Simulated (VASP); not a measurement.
# PdC3 (Im-3m) in VASP: a series of runs, part 2 of 2

VASP 6.6.1. The steps go on from the part before.

### 3 Single point, PBE

This run uses another cell than the first one, of 12.72 Å³/atom.

Contents of INCAR:

```
PREC     = Accurate       # precision mode
ENCUT    = 600            # plane-wave cutoff, eV
EDIFF    = 1E-6           # SCF threshold, eV
ISMEAR   = 0              # smearing method
SIGMA    = 0.1            # smearing width, eV
LREAL    = F              # projectors in reciprocal space
LASPH    = T              # aspherical terms in the spheres
NELM     = 120            # most SCF steps
ALGO     = Normal         # electronic algorithm
ISIF     = 2              # what is computed and relaxed
LWAVE    = F              # write WAVECAR
LCHARG   = F              # write CHGCAR
GGA      = PE             # functional
NBANDS   = 19             # bands
GGA_COMPAT= F
```

Contents of KPOINTS:

```
regular mesh
0
Gamma
  6 6 6
```

Contents of POSCAR:

```
PdC3
1.0
   -2.3344033200      2.3344033200      2.3344033200
    2.3344033200     -2.3344033200      2.3344033200
    2.3344033200      2.3344033200     -2.3344033200
Pd C
1 3
Direct
    0.0000000000      0.0000000000      0.0000000000
    0.0000000000      0.5000000000      0.5000000000
    0.5000000000      0.0000000000      0.5000000000
    0.5000000000      0.5000000000      0.0000000000
```

Potentials or basis: VASP PAW PBE potentials, release 64 (Pd, C).

Command:

```bash
$ cat potpaw_PBE.64/Pd/POTCAR potpaw_PBE.64/C/POTCAR > POTCAR
$ mpirun -np 1 vasp_std > vasp.out
```

OUTCAR:

```text
PREC = Accurate
   ENCUT = 600
   EDIFF = 1E-6
   ISMEAR = 0
   LREAL = F
   LASPH = T
   NELM = 120
   ISIF = 2
   GGA = PE

 ion  position               nearest neighbor table
   1  0.000  0.000  0.000-   2 2.33   3 2.33   4 2.33   2 2.33   3 2.33   4 2.33
   2  0.000  0.500  0.500-   1 2.33   1 2.33
   3  0.500  0.000  0.500-   1 2.33   1 2.33
   4  0.500  0.500  0.000-   1 2.33   1 2.33

  LATTYP: Found a body centered cubic cell.
 ALAT       =     4.6688066400

  Lattice vectors:

 A1 = (  -2.3344033200,   2.3344033200,   2.3344033200)
 A2 = (   2.3344033200,  -2.3344033200,   2.3344033200)
 A3 = (   2.3344033200,   2.3344033200,  -2.3344033200)

Analysis of symmetry for initial positions (statically):
=====================================================================
 Subroutine PRICEL returns:
 Original cell was already a primitive cell.

 Routine SETGRP: Setting up the symmetry group for a
 body centered cubic supercell.

 Subroutine GETGRP returns: Found 48 space group operations
[... 156 lines left out ...]
  free energy    TOTEN  =       -20.36487574 eV

  energy without entropy =      -20.33037937  energy(sigma->0) =      -20.34762755

 E-fermi :   4.1567     XC(G=0): -11.0688

 val. band max:        4.1321103422   @ k =   0.3333   0.1667   0.0000
 cond. band min:       4.1731597711   @ k =   0.5000   0.5000   0.1667
 fundamental gap:      0.0410494290
 Fermi energy:         4.1567154014

 k-point     1 :       0.0000    0.0000    0.0000
  band No.  band energies     occupation
      1      -8.4387      2.00000
      2      -2.9261      2.00000
      3      -2.9261      2.00000
      4       1.4705      2.00000
      5       1.4705      2.00000
      6       1.4705      2.00000
[... 329 lines left out ...]
      6      -0.1605      2.00000
[... 11 lines left out ...]
     18      11.5693      0.00000
     19      18.2369      0.00000

------------------------ aborting loop because EDIFF is reached ----------------------------------------

  FORCE on cell =-STRESS in cart. coord.  units (eV):
  Direction    XX          YY          ZZ          XY          YZ          ZX
  --------------------------------------------------------------------------------------
  -------------------------------------------------------------------------------------
  Total      -11.1750191    -11.1750191    -11.1750191      0.0000000     -0.0000000      0.0000000
  in kB     -351.8610439   -351.8610439   -351.8610439      0.0000000     -0.0000000      0.0000000
  external PRESSURE =    -351.8610439 kB  Pullay stress =       0.0000000 kB

 VOLUME and BASIS-vectors are now :
 -----------------------------------------------------------------------------
  energy-cutoff  :      600.00
  volume of cell :       50.88
      direct lattice vectors                 reciprocal lattice vectors
    -2.334403320  2.334403320  2.334403320     0.000000000  0.214187495  0.214187495
     2.334403320 -2.334403320  2.334403320     0.214187495  0.000000000  0.214187495
     2.334403320  2.334403320 -2.334403320     0.214187495  0.214187495  0.000000000

 POSITION                                       TOTAL-FORCE (eV/Angst)
 -----------------------------------------------------------------------------------
      0.00000      0.00000      0.00000         0.000000     -0.000000     -0.000000
      2.33440      0.00000      0.00000         0.000000     -0.000000      0.000000
      0.00000      2.33440      0.00000        -0.000000      0.000000      0.000000
      0.00000      0.00000      2.33440         0.000000      0.000000     -0.000000
 -----------------------------------------------------------------------------------
    total drift:                               -0.000000      0.000000      0.000000

  FREE ENERGIE OF THE ION-ELECTRON SYSTEM (eV)
  ---------------------------------------------------
  free  energy   TOTEN  =       -20.3648757355 eV

  energy  without entropy=      -20.3303793675  energy(sigma->0) =      -20.34762755
```

stdout:

```text
POSCAR found type information on POSCAR PdC
 POSCAR found :  2 types and       4 ions
 scaLAPACK will be used
 LDA part: xc-table for (Slater+PW92), standard interpolation
 POSCAR, INCAR and KPOINTS ok, starting setup
 FFT: planning ... GRIDC
 FFT: planning ... GRID_SOFT
 FFT: planning ... GRID
 WAVECAR not read
 entering main loop
```

Run time: 29 s. Hardware: 1 thread of Intel Xeon 8259CL, shared host; peak memory 0.18 GiB.

What came out:

| Quantity | Value |
| --- | --- |
| Free energy | -20.3649 eV |
| Pressure | -35.2 GPa |
| Band gap on the k mesh | zero (bands 11 and 12 overlap by 1.55 eV) |

Levels at points of the mesh, in eV from the Fermi level:
```tsv
k point	band 7	band 8	band 9	band 10	band 11	band 12	band 13	band 14	band 15	band 16
(0.00, 0.00, 0.00)	-2.38	-2.38	-2.38	-0.93	-0.93	-0.36	-0.36	-0.36	5.34	5.34
(0.50, 0.00, 0.00)	-2.45	-2.22	-0.94	-0.66	0.10	1.14	1.25	1.43	2.75	4.24
(0.50, 0.50, 0.50)	-2.25	-2.25	-2.25	-1.22	-1.22	0.85	0.85	0.85	5.53	5.53
```

Caveat: the cell stands under tension.

### 4 Relaxation of cell and atoms, PBE

This run uses another cell than the first one, of 12.72 Å³/atom.

Contents of INCAR:

```
SYSTEM = PdC3
ALGO     = Normal         ! electronic algorithm
EDIFF    = 1E-7           ! SCF threshold, eV
EDIFFG   = -0.04          ! ionic threshold
ENCUT    = 600            ! plane-wave cutoff, eV
GGA      = PE             ! functional
GGA_COMPAT= .False.      
IBRION   = 2              ! ionic algorithm
ISIF     = 3              ! what is computed and relaxed
ISMEAR   = 0              ! smearing method
LASPH    = .True.         ! aspherical terms in the spheres
LCHARG   = .False.        ! write CHGCAR
LREAL    = .False.        ! projectors in reciprocal space
LWAVE    = .False.        ! write WAVECAR
NELM     = 120            ! most SCF steps
NELMIN   = 4            
NSW      = 90             ! ionic steps
PREC     = Accurate       ! precision mode
SIGMA    = 0.1            ! smearing width, eV
```

Contents of KPOINTS:

```
k-points
0
Gamma
  6 6 6
  0 0 0
```

POSCAR is that of step 3.

Command:

```bash
$ cat potpaw_PBE.64/Pd/POTCAR potpaw_PBE.64/C/POTCAR > POTCAR
$ mpirun -np 1 vasp_std > vasp.out
```

Wall time 81 s (1 thread of Intel Xeon 8259CL, shared host); peak memory 0.19 GiB.

The run converged. Its results:

```
Free energy                           : -22.8540 eV
Relaxed volume                        : 8.83 Å³/atom
Relaxed cell                          : a = 3.580 Å, b = 3.580 Å, c = 3.580 Å, α = 109.47°, β = 109.47°, γ = 109.47°
Space group after relaxing (to 0.1 Å) : Im-3m (No. 229)
Energy gained by relaxing             : 622.3 meV/atom
Ionic steps                           : 3
Pressure after relaxing               : -0.2 GPa
Band gap on the k mesh                : zero (bands 11 and 12 overlap by 1.97 eV)
```

Step by step:
```csv
step,energy change (eV),largest force (eV/Å),pressure (GPa),volume (Å³)
1,0.0000,0.0000,-35.19,50.88
2,-2.3589,0.0000,19.15,32.96
3,-2.4891,0.0000,-0.15,35.31
```

Final structure:
```
Pd C
1.0
    -2.06667    2.06667    2.06667
     2.06667   -2.06667    2.06667
     2.06667    2.06667   -2.06667
Pd C
1 3
Cartesian
  0.0000 0.0000 0.0000
  2.0667 0.0000 0.0000
  0.0000 2.0667 0.0000
  0.0000 0.0000 2.0667
```

Levels at points of the mesh, in eV from the Fermi level:
```csv
k point,band 7,band 8,band 9,band 10,band 11,band 12,band 13,band 14,band 15
"(0.00, 0.00, 0.00)",-4.03,-4.03,-4.03,-0.84,-0.84,-0.84,0.20,0.20,7.60
"(0.50, 0.00, 0.00)",-3.54,-3.33,-1.83,-0.86,0.71,1.17,1.72,2.16,4.98
"(0.50, 0.50, 0.50)",-3.42,-3.42,-3.42,-1.00,-1.00,0.94,0.94,0.94,7.94
```

Caveat: the volume moved by over 15 % at a fixed basis, so the end points are rough.

### 5 Single point, PBE

Contents of INCAR:

```
SYSTEM = PdC3
PREC = Accurate ; ENCUT = 520
EDIFF = 1E-6 ; ISMEAR = 0
SIGMA = 0.1 ; LREAL = .False.
LASPH = .True. ; NELM = 100
ALGO = Normal ; ISIF = 2
LWAVE = .False. ; LCHARG = .False.
GGA = PE ; NBANDS = 19
```

Contents of KPOINTS:

```
regular mesh
0
Gamma
  16 16 16
  0 0 0
```

Contents of POSCAR:

```
PdC3
1.0
   -2.0679642555      2.0679642555      2.0679642555
    2.0679642555     -2.0679642555      2.0679642555
    2.0679642555      2.0679642555     -2.0679642555
Pd C
1 3
Direct
    0.0000000000      0.0000000000      0.0000000000
    0.0000000000      0.5000000000      0.5000000000
    0.5000000000      0.0000000000      0.5000000000
    0.5000000000      0.5000000000      0.0000000000
```

Command:

```bash
$ cat potpaw_PBE.64/Pd/POTCAR potpaw_PBE.64/C/POTCAR > POTCAR
$ mpirun -np 1 vasp_std > vasp.out
```

Run time: 38 s. Hardware: 1 thread of Intel Xeon 6975P-C (Granite Rapids), shared host; peak memory 0.22 GiB.

It converged, with:

```yaml
Free_energy: -22.9186 eV
Pressure: 0.0 GPa
Band_gap_on_the_k_mesh: zero (bands 11 and 12 overlap by 2.88 eV)
```

Levels at points of the mesh, in eV from the Fermi level:
```
           k point  band 9  band 10  band 11  band 12  band 13  band 14
(0.00, 0.00, 0.00)   -4.04    -0.84    -0.84    -0.84     0.20     0.20
(0.50, 0.00, 0.00)   -1.83    -0.85     0.72     1.15     1.70     2.14
(0.50, 0.50, 0.50)   -3.39    -0.98    -0.98     0.93     0.93     0.93
```

### 6 Summary

| task | cell | k mesh | cutoff (eV) | gap on the mesh (eV) | pressure (GPa) |
| --- | --- | --- | --- | --- | --- |
| single point | a = 3.581 Å, angles 109.5°, 4 atoms | 6 × 6 × 6 | 600 | none | -0.4 |
| single point | a = 4.043 Å, angles 109.5°, 4 atoms | 6 × 6 × 6 | 600 | none | -35.2 |
| relaxation of cell and atoms | relaxed from a = 4.043 Å, angles 109.5°, 4 atoms | 6 × 6 × 6 | 600 | none | -0.2 |
| single point | a = 3.582 Å, angles 109.5°, 4 atoms | 16 × 16 × 16 | 520 | none | 0.0 |

Alike in all rows: level PBE; potentials or basis VASP PAW PBE potentials, release 64 (Pd, C); no spin polarisation; smearing gaussian 0.1 eV.

Caveats: the cell stands under tension (at least some runs); the volume moved by over 15 % at a fixed basis, so the end points are rough (at least some runs).

Total energies depend on the potentials used, so only differences within one code and one set of settings carry meaning.
